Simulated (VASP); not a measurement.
Input of a VASP 6.6.1 run:

File INCAR:

```
SYSTEM = Cd5HgS6
ALGO = Normal ; EDIFF = 1E-7
ENCUT = 520 ; GGA = PE
ISIF = 2 ; ISMEAR = 0
LASPH = .True. ; LCHARG = .True.
LELF = .True. ; LREAL = .False.
LVHAR = .True. ; LWAVE = .False.
NBANDS = 66 ; NELM = 100
PREC = Accurate ; SIGMA = 0.1
```

The input KPOINTS:

```
k-points
0
Gamma
  6 6 1
  0 0 0
```

The input POSCAR:

```
Cd5HgS6
1.0
    4.2017022687      0.0011317268      0.0002489952
   -2.0998941905      3.6427506989     -0.0010279515
    0.0013371403     -0.0050847861     20.5144055225
Cd Hg S
5 1 6
Direct
    0.3336683373      0.6675628081      0.9992297494
    0.3313952883      0.6627106138      0.6668358891
    0.6681510971      0.3356626833      0.1651110686
    0.6680884030      0.3348514812      0.5004478856
    0.6650251799      0.3338634504      0.8330996843
    0.3337380858      0.6652611319      0.3335306244
    0.3346960476      0.6690803510      0.1245649410
    0.3345051245      0.6681857634      0.4600852884
    0.3316615257      0.6672162723      0.7921362942
    0.6673227662      0.3323375395      0.2906528703
    0.6649214916      0.3294859698      0.6259752939
    0.6668266529      0.3337819356      0.9583304109
```

Potentials or basis: VASP PAW PBE potentials, release 64 (Cd, Hg, S).

The run is started by

```sh
$ cat potpaw_PBE.64/Cd/POTCAR potpaw_PBE.64/Hg/POTCAR potpaw_PBE.64/S/POTCAR > POTCAR
$ mpirun -np 1 vasp_std > vasp.out
```

Question: Predict the pressure.

Answer: 0.3 GPa.

Question: What does it give for the band gap on the k mesh?

Answer: 0.63 eV.

Forces in eV/Å, atoms in the order of the input:
```
Cd  -0.001  0.000 -0.012
Cd  -0.001  0.010 -0.011
Cd  -0.001 -0.003  0.006
Cd  -0.003 -0.005  0.013
Cd   0.002 -0.003 -0.025
Hg  -0.001  0.006  0.023
S    0.001 -0.001 -0.003
S    0.002 -0.001 -0.014
S    0.003  0.000  0.019
S    0.000 -0.003 -0.016
S   -0.001  0.000  0.000
S    0.000  0.000  0.020
```

Caveat: spin-orbit coupling is left out, which moves the levels of the heavy elements.
